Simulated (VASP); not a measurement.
Runs of VASP 6.6.1 on WS2. The structure is that of space group P-6m2 (No. 187), or close to it. The cells are those of the table. 

| cell | gap on the mesh (eV) | largest force (eV/Å) |
| --- | --- | --- |
| a = 2.994, b = 2.994, c = 19.142 Å, angles 90.0, 90.0, 120.0°, 3 atoms | 1.39 | 2.40 |
| a = 3.225, b = 3.225, c = 16.496 Å, angles 90.0, 90.0, 120.0°, 3 atoms | 1.34 | 0.61 |
| a = 3.130, b = 3.130, c = 17.511 Å, angles 90.0, 90.0, 120.0°, 3 atoms | 2.01 | 0.66 |
| a = 3.082, b = 3.082, c = 18.063 Å, angles 90.0, 90.0, 120.0°, 3 atoms | (a) | 1.29 |
| a = 3.271, b = 3.271, c = 16.034 Å, angles 90.0, 90.0, 120.0°, 3 atoms | 0.79 | 1.23 |
| a = 3.358, b = 3.358, c = 15.210 Å, angles 90.0, 90.0, 120.0°, 3 atoms | (b) | 2.36 |

Alike in all rows: task single point; level r2SCAN; potentials or basis VASP PAW PBE potentials, release 64 (W_sv, S); no spin polarisation; k mesh 12 × 12 × 2; cutoff (eV) 520; smearing gaussian 0.05 eV.

Q: Fill in the values left out.

A: (a) 1.79; (b) none.

Caveats: there is no dipole correction, which matters where the two faces differ; the PAW data sets were made with another functional, which shifts forces and pressure a little; spin-orbit coupling is left out, which moves the levels of the heavy elements.

A k mesh can miss the band edges, and the runs leave out spin-orbit coupling on W.
